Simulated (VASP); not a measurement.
Runs of VASP 6.6.1 on Mo. The structure is that of space group P6_3/mmc (No. 194), or close to it. The cells are those of the table. 

```csv
task,cell,k mesh,cutoff (eV),gap on the mesh (eV),pressure (GPa),largest force (eV/Å)
single point,"a = 2.726, b = 2.726, c = 10.179 Å, angles 90.0, 90.0, 120.0°, 4 atoms",9 × 9 × 2,520,none,1.0,(a)
relaxation of cell and atoms,"relaxed from a = 2.859, b = 2.859, c = 9.177 Å, angles 90.0, 90.0, 120.0°, 4 atoms",9 × 9 × 2,600,none,0.2,-
single point,"a = 3.564, b = 3.564, c = 5.880 Å, angles 90.0, 90.0, 120.0°, 4 atoms",6 × 6 × 4,520,none,77.8,(b)
single point,"a = 2.859, b = 2.859, c = 9.177 Å, angles 90.0, 90.0, 120.0°, 4 atoms",6 × 6 × 4,520,none,1.1,0.07
```

Alike in all rows: level r2SCAN; potentials or basis VASP PAW PBE potentials, release 64 (Mo_sv); no spin polarisation; smearing gaussian 0.1 eV.

Q: Estimate the missing entries.

A: (a) 0.02; (b) 1.71.

Caveats: some runs use coarse meshes; the PAW data sets were made with another functional, which shifts forces and pressure a little.

A k mesh can miss the band edges, and the runs leave out spin-orbit coupling on Mo.

A gap of «none» marks levels without a gap at the run's occupations.
